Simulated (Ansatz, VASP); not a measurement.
## Two plane-wave programs on SrO

```xyz
2
Lattice="0.0000 2.6036 2.6036 2.6036 0.0000 2.6036 2.6036 2.6036 0.0000" Properties=species:S:1:pos:R:3 pbc="T T T"
Sr    0.0000    0.0000    0.0000
O     2.6036    2.6036    2.6036
```

Change from the starting cell: volume scaled by 1.04, PAW files.

Alike in both runs: task electric field gradients; functional PBE; k mesh 8 × 8 × 8; occupations fermi-dirac, width 0.02 eV; no spin polarisation.

|  | VASP | Ansatz |
| --- | --- | --- |
| version | VASP 6.6.1 | Ansatz 0.2.0 |
| potentials or method | VASP PAW PBE potentials, release 64 (Sr_sv, O) | PAW with Ansatz's default frozen-core files, scalar-relativistic |
| plane-wave cutoff (eV) | 520 | 420 |
| valence electrons in the cell | 16 | 16 |

VASP gave:

| Item | Value |
| --- | --- |
| gap on the k mesh at the Fermi level (eV) | 3.28 |
| pressure (GPa) | -0.1 |

Problem. Which values does Ansatz return?

Solution. gap on the k mesh at the Fermi level (eV): 3.33; pressure (GPa): -0.6.
